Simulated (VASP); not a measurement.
# Rh (Fm-3m) in VASP: settings compared

The runs below take Rh through single point, with r2SCAN, PBEsol, RPBE.

Everything below comes from runs of VASP 6.6.1. Logs are shortened: lines on timing, memory, paths and dates and some standing lists are left out, and cuts for length are marked.

## (1) The cell of the first run

It takes space group Fm-3m (No. 225, cubic). The conventional cell has a = 3.846 Å, b = 3.846 Å, c = 3.846 Å, α = 90.00°, β = 90.00°, γ = 90.00°. Rh (site symmetry m-3m) has 12 Rh at 2.72 Å within 3.6 Å.

## (2) Single point, r2SCAN

Input file POSCAR:

```
Rh
1.0
    0.0000000000      1.9228245745      1.9228245745
    1.9228245745      0.0000000000      1.9228245745
    1.9228245745      1.9228245745      0.0000000000
Rh
1
Direct
    0.0000000000      0.0000000000      0.0000000000
```

Input file INCAR.step1:

```
ALGO = Normal ; EDIFF = 1E-4
ENCUT = 520 ; GGA = PE
ISMEAR = -1 ; LASPH = T
LCHARG = F ; LREAL = F
LWAVE = T ; NBANDS = 14
NELM = 80 ; PREC = Accurate
SIGMA = 0.05
```

Input file INCAR.step2:

```
ALGO = Normal ; EDIFF = 1E-6
ENCUT = 520 ; ISIF = 2
ISMEAR = -1 ; ISTART = 1
LASPH = T ; LCHARG = F
LMIXTAU = T ; LREAL = F
LWAVE = F ; METAGGA = R2SCAN
NBANDS = 14 ; NELM = 80
PREC = Accurate ; SIGMA = 0.05
```

Input file KPOINTS:

```
k-points
0
Gamma
  12 12 12
```

Potentials or basis: VASP PAW PBE potentials, release 64 (Rh_pv).

Started as:

```console
cat potpaw_PBE.64/Rh_pv/POTCAR > POTCAR
cp INCAR.step1 INCAR
mpirun -np 1 vasp_std > vasp.out
cp INCAR.step2 INCAR
mpirun -np 1 vasp_std > vasp.out
```

OUTCAR:

```text
EDIFF = 1E-6
   ENCUT = 520
   ISIF = 2
   ISMEAR = -1
   ISTART = 1
   LASPH = T
   LREAL = F
   METAGGA = R2SCAN
   NELM = 80
   PREC = Accurate

 ion  position               nearest neighbor table
   1  0.000  0.000  0.000-

  LATTYP: Found a face centered cubic cell.
 ALAT       =     3.8456491490

  Lattice vectors:

 A1 = (   0.0000000000,   1.9228245745,   1.9228245745)
 A2 = (   1.9228245745,   0.0000000000,   1.9228245745)
 A3 = (   1.9228245745,   1.9228245745,   0.0000000000)

Analysis of symmetry for initial positions (statically):
[... 33 lines left out ...]
                                     Primitive cell

  volume of cell :      14.2183

  direct lattice vectors                    reciprocal lattice vectors
     0.000000000  1.922824575  1.922824575    -0.260034122  0.260034122  0.260034122
     1.922824575  0.000000000  1.922824575     0.260034122 -0.260034122  0.260034122
     1.922824575  1.922824575  0.000000000     0.260034122  0.260034122 -0.260034122

  length of vectors
     2.719284591  2.719284591  2.719284591     0.450392311  0.450392311  0.450392311

  position of ions in fractional coordinates (direct lattice)
     0.000000000  0.000000000  0.000000000

  ion indices of the primitive-cell ions
   primitive index   ion index
                 1           1

----------------------------------------------------------------------------------------

 KPOINTS: k-points

Automatic generation of k-mesh.
 Grid dimensions read from file:
 generate k-points for:   12   12   12

 Generating k-lattice:

  Cartesian coordinates                     Fractional coordinates (reciprocal lattice)
    -0.021669510  0.021669510  0.021669510     0.083333333  0.000000000  0.000000000
     0.021669510 -0.021669510  0.021669510     0.000000000  0.083333333  0.000000000
     0.021669510  0.021669510 -0.021669510     0.000000000  0.000000000  0.083333333

  Length of vectors
     0.037532693  0.037532693  0.037532693

  Shift w.r.t. Gamma in fractional coordinates (k-lattice)
     0.000000000  0.000000000  0.000000000

 Subroutine IBZKPT returns following result:
 ===========================================

 Found     72 irreducible k-points:

 Following reciprocal coordinates:
            Coordinates               Weight
  0.000000  0.000000  0.000000      1.000000
  0.083333  0.000000  0.000000      8.000000
  0.166667  0.000000  0.000000      8.000000
  0.250000  0.000000  0.000000      8.000000
  0.333333  0.000000  0.000000      8.000000
  0.416667  0.000000  0.000000      8.000000
[... 16 lines left out ...]
  0.500000  0.166667  0.000000     24.000000
 -0.416667  0.166667  0.000000     24.000000
 [... further k-points ...]
   k-points           NKPTS =     72   k-points in BZ     NKDIM =     72   number of bands    NBANDS=     14
   number of dos      NEDOS =    301   number of ions     NIONS =      1
   total plane-waves  NPLWV =   8000
   dimension x,y,z NGX =    20 NGY =   20 NGZ =   20
   dimension x,y,z NGXF=    40 NGYF=   40 NGZF=   40
   ions per type =               1
   NGX,Y,Z   is equivalent  to a cutoff of  12.23, 12.23, 12.23 a.u.
   NGXF,Y,Z  is equivalent  to a cutoff of  24.45, 24.45, 24.45 a.u.
 SYSTEM =  unknown system
   PREC   = accura    normal or accurate (medium, high low for compatibility)
   ISTART =      1    job   : 0-new  1-cont  2-samecut
   ICHARG =      0    charge: 1-file 2-atom 10-const
   ISPIN  =      1    spin polarized calculation?
   LNONCOLLINEAR =      F non collinear calculations
   LSORBIT =      F    spin-orbit coupling
   LASPH  =      T    aspherical Exc in radial PAW
   ENCUT  =  520.0 eV  38.22 Ry    6.18 a.u.   5.06  5.06  5.06*2*pi/ulx,y,z
   NELM   =     80;   NELMIN=  2; NELMDL=  0     # of ELM steps
   EDIFF  = 0.1E-05   stopping-criterion for ELM
   LREAL  =      F    real-space projection
   EDIFFG = 0.1E-04   stopping-criterion for IOM
   NSW    =      0    number of steps for IOM
   IBRION =     -1    ionic relax: 0-MD 1-quasi-New 2-CG
   NFREE  =      0    steps in history (QN), initial steepest desc. (CG)
   ISIF   =      2    stress and relaxation
   ISYM   =      2    0-nonsym 1-usesym 2-fastsym
   POTIM  = 0.5000    time-step for ionic-motion
   TEBEG  =    0.0;   TEEND  =   0.0 temperature during run
   PSTRESS=    0.0 pullay stress
   NELECT =      15.0000    total number of electrons
   NUPDOWN=      -1.0000    fix difference up-down
   EMIN   =  10.00;   EMAX   =-10.00  energy-range for DOS
   EFERMI =   0.00;   METHOD = LEGACY
   ISMEAR =    -1;   SIGMA  =   0.05  broadening in eV -4-tet -1-fermi 0-gaus
   EFERMI_NEDOS =   21; number of points for ismear=-14 and -15
   IALGO  =     38    algorithm
   IMIX   =      4    mixing-type and parameters
     AMIX     =   0.40;   BMIX     =  1.00
     AMIX_MAG =   1.60;   BMIX_MAG =  1.00
  volume/ion in A,a.u.               =      14.22        95.95
  Fermi-wavevector in a.u.,A,eV,Ry     =   1.666565  3.149351 37.789350  2.777439
[... 104 lines left out ...]
      4       5.2331      2.00000
      5       8.2616      2.00000
      6       8.2616      2.00000
      7       9.2573      2.00000
      8      10.8736      1.98876
      9      10.8736      1.98876
     10      23.8478      0.00000
     11      28.5139      0.00000
     12      28.5484      0.00000
     13      35.3078      0.00000
     14      35.3078      0.00000

 k-point     6 :       0.4167    0.0000    0.0000
  band No.  band energies     occupation
      1     -37.2746      2.00000
      2     -36.7111      2.00000
      3     -36.7111      2.00000
      4       5.1313      2.00000
      5       8.0735      2.00000
      6       8.0735      2.00000
      7      11.0597      1.62134
      8      11.4360      0.00461
      9      11.4360      0.00461
     10      21.1557      0.00000
     11      27.7153      0.00000
     12      28.5142      0.00000
     13      33.7029      0.00000
     14      33.7030      0.00000

 k-point     7 :       0.5000    0.0000    0.0000
  band No.  band energies     occupation
      1     -37.3200      2.00000
      2     -36.7176      2.00000
      3     -36.7176      2.00000
      4       5.0679      2.00000
      5       8.0002      2.00000
      6       8.0002      2.00000
      7      11.6651      0.00005
      8      11.6651      0.00005
      9      12.0650      0.00000
     10      19.8512      0.00000
     11      27.4097      0.00000
     12      28.5139      0.00000
     13      33.0974      0.00000
     14      33.0974      0.00000
[... 205 lines left out ...]
 k-point    20 :       0.2500    0.1667    0.0000
  band No.  band energies     occupation
      1     -36.9073      2.00000
      2     -36.7154      2.00000
      3     -36.7110      2.00000
      4       5.2705      2.00000
      5       6.9513      2.00000
      6       8.6916      2.00000
      7       9.1337      2.00000
      8       9.7448      2.00000
      9      10.6748      1.99979
     10      28.5137      0.00000
     11      29.1551      0.00000
     12      30.4728      0.00000
     13      31.9994      0.00000
     14      32.8848      0.00000

 k-point    21 :       0.3333    0.1667    0.0000
  band No.  band energies     occupation
      1     -37.0503      2.00000
      2     -36.7439      2.00000
      3     -36.7417      2.00000
      4       5.7903      2.00000
      5       7.0577      2.00000
      6       8.2641      2.00000
      7       9.1333      2.00000
      8      11.0204      1.80746
      9      11.1410      0.91465
     10      26.2840      0.00000
     11      28.5143      0.00000
     12      29.9166      0.00000
     13      31.3551      0.00000
     14      33.3050      0.00000

 k-point    22 :       0.4167    0.1667    0.0000
  band No.  band energies     occupation
      1     -37.1754      2.00000
      2     -36.7842      2.00000
      3     -36.7573      2.00000
      4       5.7868      2.00000
      5       7.4901      2.00000
      6       8.2580      2.00000
      7       8.9446      2.00000
      8      11.6018      0.00017
      9      12.8046      0.00000
     10      23.1421      0.00000
     11      28.5140      0.00000
     12      28.8794      0.00000
     13      30.9121      0.00000
     14      32.7052      0.00000

 k-point    23 :       0.5000    0.1667    0.0000
  band No.  band energies     occupation
      1     -37.2497      2.00000
      2     -36.8217      2.00000
      3     -36.7579      2.00000
      4       5.7349      2.00000
      5       7.4218      2.00000
      6       8.7530      2.00000
      7       8.8935      2.00000
      8      11.7217      0.00002
      9      14.7779      0.00000
     10      20.4387      0.00000
     11      28.1083      0.00000
     12      28.5144      0.00000
     13      31.1076      0.00000
     14      31.4733      0.00000

 k-point    24 :      -0.4167    0.1667    0.0000
  band No.  band energies     occupation
      1     -37.2558      2.00000
      2     -36.8448      2.00000
      3     -36.7436      2.00000
      4       5.8002      2.00000
      5       7.4360      2.00000
      6       8.6612      2.00000
      7       9.1332      2.00000
      8      11.3688      0.01753
      9      15.3628      0.00000
     10      19.9896      0.00000
     11      27.7136      0.00000
     12      28.5143      0.00000
     13      30.6475      0.00000
     14      32.2423      0.00000

 [... further k-points ...]
[... 5 lines left out ...]
  --------------------------------------------------------------------------------------
  -------------------------------------------------------------------------------------
  Total       -0.7420582     -0.7420582     -0.7420582      0.0000000      0.0000000      0.0000000
  in kB      -83.6179639    -83.6179639    -83.6179639      0.0000000      0.0000000      0.0000000
  external PRESSURE =     -83.6179639 kB  Pullay stress =       0.0000000 kB

 VOLUME and BASIS-vectors are now :
 -----------------------------------------------------------------------------
  energy-cutoff  :      520.00
  volume of cell :       14.22
      direct lattice vectors                 reciprocal lattice vectors
     0.000000000  1.922824575  1.922824575    -0.260034122  0.260034122  0.260034122
     1.922824575  0.000000000  1.922824575     0.260034122 -0.260034122  0.260034122
     1.922824575  1.922824575  0.000000000     0.260034122  0.260034122 -0.260034122

 POSITION                                       TOTAL-FORCE (eV/Angst)
 -----------------------------------------------------------------------------------
      0.00000      0.00000      0.00000         0.000000      0.000000      0.000000
 -----------------------------------------------------------------------------------
    total drift:                                0.000000     -0.000000      0.000000

  FREE ENERGIE OF THE ION-ELECTRON SYSTEM (eV)
  ---------------------------------------------------
  free  energy   TOTEN  =       -24.1309592749 eV

  energy  without entropy=      -24.1218068859  energy(sigma->0) =      -24.12638308
```

Run time: 39 s. Hardware: 1 thread of Intel Xeon Platinum 8259CL at 2.50GHz (Skylake/Cascade Lake), shared host; peak memory 0.13 GiB.

Results:

```
Free energy : -24.1310 eV
Pressure    : -8.4 GPa
```

Caveat: the PAW data sets were made with another functional, which shifts forces and pressure a little.

## (3) Single point, r2SCAN

This run uses another cell than the first one, of 14.49 Å³/atom, 1.019 times its volume.

Input file POSCAR:

```
Rh
1.0
    0.0000000000      1.9350721950      1.9350721950
    1.9350721950      0.0000000000      1.9350721950
    1.9350721950      1.9350721950      0.0000000000
Rh
1
Direct
    0.0000000000      0.0000000000      0.0000000000
```

Input file INCAR.step1:

```
PREC = Accurate
ENCUT = 520
ISMEAR = -1
SIGMA = 0.05
LREAL = F
LASPH = T
NELM = 80
NBANDS = 14
GGA = PE
ALGO = Normal
EDIFF = 1E-4
LWAVE = T
LCHARG = F
```

Input file INCAR.step2:

```
PREC = Accurate
ENCUT = 520
EDIFF = 1E-6
ISMEAR = -1
SIGMA = 0.05
LREAL = F
LASPH = T
NELM = 80
ALGO = Normal
ISIF = 2
LWAVE = F
LCHARG = T
METAGGA = R2SCAN
LMIXTAU = T
LELF = T
LVHAR = T
NBANDS = 14
ISTART = 1
```

Input file KPOINTS:

```
Automatic mesh
0
Gamma
  12 12 12
```

Potentials or basis: VASP PAW PBE potentials, release 64 (Rh_pv).

Started as:

```console
cat potpaw_PBE.64/Rh_pv/POTCAR > POTCAR
cp INCAR.step1 INCAR
mpirun -np 1 vasp_std > vasp.out
cp INCAR.step2 INCAR
mpirun -np 1 vasp_std > vasp.out
```

It took 40 s on 1 thread of Intel Xeon Platinum 8259CL at 2.50GHz (Skylake/Cascade Lake), shared host; peak memory 0.13 GiB.

The run converged. Its results:

| Quantity | Value |
| --- | --- |
| Free energy | -24.1131 eV |
| Pressure | -12.7 GPa |

Levels at points of the mesh, in eV from the Fermi level:
```
           k point  band 5  band 6  band 7  band 8  band 9  band 10
(0.00, 0.00, 0.00)   -2.94   -2.94   -2.94   -1.01   -1.01    16.73
(0.50, 0.00, 0.00)   -3.04   -3.04    0.51    0.51    0.96     8.53
(0.50, 0.50, 0.00)   -5.71    0.44    0.94    0.94    3.40    12.19
```

Caveat: the PAW data sets were made with another functional, which shifts forces and pressure a little.

## (4) Single point, PBEsol, non-collinear spin, zero start, spin-orbit coupling

This run uses another cell than the first one, of 13.67 Å³/atom, 0.962 times its volume.

Input file INCAR:

```
ALGO = Normal
EDIFF = 1E-7
ENCUT = 520
GGA = PS
GGA_COMPAT = False
ISIF = 2
ISMEAR = -1
LASPH = True
LCHARG = False
LMAXMIX = 4
LORBIT = 11
LORBMOM = True
LREAL = False
LSORBIT = True
LWAVE = False
MAGMOM = 0 0 0
NBANDS = 26
NELM = 150
PREC = Accurate
SIGMA = 0.05
```

Input file KPOINTS:

```
k-points
0
Gamma
  12 12 12
```

Input file POSCAR:

```
Rh
1.0
    0.0000000000      1.8978500000      1.8978500000
    1.8978500000      0.0000000000      1.8978500000
    1.8978500000      1.8978500000      0.0000000000
Rh
1
Direct
    0.0000000000      0.0000000000      0.0000000000
```

Started as:

```console
cat potpaw_PBE.64/Rh_pv/POTCAR > POTCAR
mpirun -np 1 vasp_ncl > vasp.out
```

Wall time 43 s (1 thread of Intel Xeon Platinum 8259CL at 2.50GHz (Skylake/Cascade Lake), shared host); peak memory 0.18 GiB.

Results (log left out):

| Item | Value |
| --- | --- |
| Free energy | -8.2999 eV |
| Pressure | -3.5 GPa |
| Net moment | 0.00 μB per cell |
| Valence electrons inside the program's atomic spheres | Rh 13.79 |

Moments on the atoms (μB; x, y, z):
```
Rh  0.00 0.00 0.00
```

Caveat: the PAW data sets were made with another functional, which shifts forces and pressure a little.

## (5) Single point, RPBE, non-collinear spin, zero start, spin-orbit coupling

This run uses another cell than the first one, of 13.40 Å³/atom, 0.942 times its volume.

Input file INCAR:

```
PREC = Accurate ; ENCUT = 520
EDIFF = 1E-7 ; ISMEAR = -1
SIGMA = 0.1 ; LREAL = F
LASPH = T ; NELM = 150
ALGO = Normal ; ISIF = 2
LWAVE = F ; LCHARG = F
MAGMOM = 0 0 0 ; LORBIT = 11
LSORBIT = T ; GGA_COMPAT = F
LORBMOM = T ; LMAXMIX = 4
GGA = RP ; NBANDS = 26
```

Input file KPOINTS:

```
regular mesh
0
Gamma
  12 12 12
```

Input file POSCAR:

```
Rh
1.0
    0.0000000000      1.8851123679      1.8851123679
    1.8851123679      0.0000000000      1.8851123679
    1.8851123679      1.8851123679      0.0000000000
Rh
1
Direct
    0.0000000000      0.0000000000      0.0000000000
```

Started as:

```console
cat potpaw_PBE.64/Rh_pv/POTCAR > POTCAR
mpirun -np 1 vasp_ncl > vasp.out
```

It took 20 s on 1 thread of Intel Xeon 6975P-C (Granite Rapids), shared host; peak memory 0.18 GiB.

Results (log left out):

```yaml
Free_energy: -6.7412 eV
Pressure: 19.2 GPa
Net_moment: 0.00 μB per cell
Valence_electrons_inside_the_program's_atomic_spheres: Rh 13.85
```

Moments on the atoms (μB; x, y, z):
```
Rh  0.00 0.00 0.00
```

Caveat: the PAW data sets were made with another functional, which shifts forces and pressure a little.

## (6) Single point, RPBE, non-collinear spin, zero start, spin-orbit coupling

This run uses another cell than the first one, of 13.67 Å³/atom, 0.962 times its volume.

Input file INCAR:

```
PREC = Accurate ; ENCUT = 520
EDIFF = 1E-6 ; ISMEAR = -1
SIGMA = 0.1 ; LREAL = F
LASPH = T ; NELM = 150
ALGO = Fast ; ISIF = 2
LWAVE = F ; LCHARG = T
MAGMOM = 0 0 0 ; LORBIT = 11
LSORBIT = T ; GGA_COMPAT = F
LORBMOM = T ; LMAXMIX = 4
GGA = RP ; LVHAR = T
NBANDS = 26
```

Input file KPOINTS:

```
Automatic mesh
0
Gamma
  12 12 12
```

Input file POSCAR:

```
Rh
1.0
    0.0000000000      1.8978500000      1.8978500000
    1.8978500000      0.0000000000      1.8978500000
    1.8978500000      1.8978500000      0.0000000000
Rh
1
Direct
    0.0000000000      0.0000000000      0.0000000000
```

Potentials or basis: VASP PAW PBE potentials, release 64 (Rh_pv).

Started as:

```console
cat potpaw_PBE.64/Rh_pv/POTCAR > POTCAR
mpirun -np 1 vasp_ncl > vasp.out
```

Wall time 25 s (1 thread of Intel Xeon 6975P-C (Granite Rapids), shared host); peak memory 0.18 GiB.

It converged, with:

```yaml
Free_energy: -6.7687 eV
Pressure: 12.9 GPa
Net_moment: 0.00 μB per cell
Valence_electrons_inside_the_program's_atomic_spheres: Rh 13.81
```

Moments on the atoms (μB; x, y, z):
```
Rh  0.00 0.00 0.00
```

Caveat: the PAW data sets were made with another functional, which shifts forces and pressure a little.

## (7) Overview

| level | spin | cell | smearing | gap on the mesh (eV) | pressure (GPa) | moment (μB) |
| --- | --- | --- | --- | --- | --- | --- |
| r2SCAN | off | a = 2.719 Å, angles 60.0°, 1 atom | fermi-dirac 0.05 eV | none | -8.4 | - |
| r2SCAN | off | a = 2.737 Å, angles 60.0°, 1 atom | fermi-dirac 0.05 eV | none | -12.7 | - |
| PBEsol | non-collinear, zero start, SOC | a = 2.684 Å, angles 60.0°, 1 atom | fermi-dirac 0.05 eV | - | -3.5 | 0.00 |
| RPBE | non-collinear, zero start, SOC | a = 2.666 Å, angles 60.0°, 1 atom | fermi-dirac 0.1 eV | - | 19.2 | 0.00 |
| RPBE | non-collinear, zero start, SOC | a = 2.684 Å, angles 60.0°, 1 atom | fermi-dirac 0.1 eV | - | 12.9 | 0.00 |

Alike in all rows: task single point; potentials or basis VASP PAW PBE potentials, release 64 (Rh_pv); k mesh 12 × 12 × 12; cutoff (eV) 520.

Caveats: the PAW data sets were made with another functional, which shifts forces and pressure a little.

Absolute energies hang on the potentials; compare differences alone.
